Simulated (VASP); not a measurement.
Here is a VASP 6.6.1 calculation.

POSCAR

```
BaTiO3
1.0
    3.9777940997      0.0000000000      0.0000000000
    0.0000000000      3.9777940997      0.0000000000
    0.0000000000      0.0000000000      4.0976387613
Ba Ti O
1 1 3
Direct
    0.0000000000      0.0000000000     -0.0032107490
    0.5000000000      0.5000000000      0.4797212312
    0.0000000000      0.5000000000      0.5170022195
    0.5000000000      0.0000000000      0.5170022195
    0.5000000000      0.5000000000      0.0324850789
```

Contents of INCAR.step1:

```
PREC     = Accurate       # precision mode
ENCUT    = 520            # plane-wave cutoff, eV
ISMEAR   = -1             # smearing method
SIGMA    = 0.05           # smearing width, eV
LREAL    = F              # projectors in reciprocal space
LASPH    = T              # aspherical terms in the spheres
NELM     = 150            # most SCF steps
LMAXMIX  = 4              # l up to which the mixer works
LDAU     = T              # DFT+U
LDAUTYPE = 2            
LDAUL    = -1 2 -1        # shell
LDAUU    = 0 1 0          # U, eV
LDAUJ    = 0 0 0        
NBANDS   = 28             # bands
GGA      = PE             # functional
ALGO     = Normal         # electronic algorithm
EDIFF    = 1E-4           # SCF threshold, eV
LWAVE    = T              # write WAVECAR
LCHARG   = F              # write CHGCAR
```

The input INCAR.step2:

```
PREC     = Accurate       # precision mode
ENCUT    = 520            # plane-wave cutoff, eV
EDIFF    = 1E-7           # SCF threshold, eV
ISMEAR   = -1             # smearing method
SIGMA    = 0.05           # smearing width, eV
LREAL    = F              # projectors in reciprocal space
LASPH    = T              # aspherical terms in the spheres
NELM     = 150            # most SCF steps
ALGO     = Normal         # electronic algorithm
ISIF     = 2              # what is computed and relaxed
LWAVE    = F              # write WAVECAR
LCHARG   = F              # write CHGCAR
LMAXMIX  = 4              # l up to which the mixer works
LDAU     = T              # DFT+U
LDAUTYPE = 2            
LDAUL    = -1 2 -1        # shell
LDAUU    = 0 1 0          # U, eV
LDAUJ    = 0 0 0        
LDAUPRINT= 1            
METAGGA  = R2SCAN         # meta-GGA
LMIXTAU  = T            
NBANDS   = 28             # bands
ISTART   = 1
```

The input KPOINTS:

```
Automatic mesh
0
Gamma
  7 7 7
```

Potentials or basis: VASP PAW PBE potentials, release 64 (Ba_sv, Ti_sv, O).

Launch:

```bash
$ cat potpaw_PBE.64/Ba_sv/POTCAR potpaw_PBE.64/Ti_sv/POTCAR potpaw_PBE.64/O/POTCAR > POTCAR
$ cp INCAR.step1 INCAR
$ mpirun -np 1 vasp_std > vasp.out
$ cp INCAR.step2 INCAR
$ mpirun -np 1 vasp_std > vasp.out
```

What does it give for the pressure?

2.5 GPa.

What does it give for the largest force?

0.295 eV/Å.

What does it give for the band gap on the k mesh?

2.44 eV, indirect (least direct gap 2.80 eV).

Stress tensor (GPa, compression positive):
```
2.35 0.00 0.00
0.00 2.35 0.00
0.00 0.00 2.64
```

Caveat: the PAW data sets were made with another functional, which shifts forces and pressure a little; spin-orbit coupling is left out, which moves the levels of the heavy elements. A k mesh can miss the band edges.
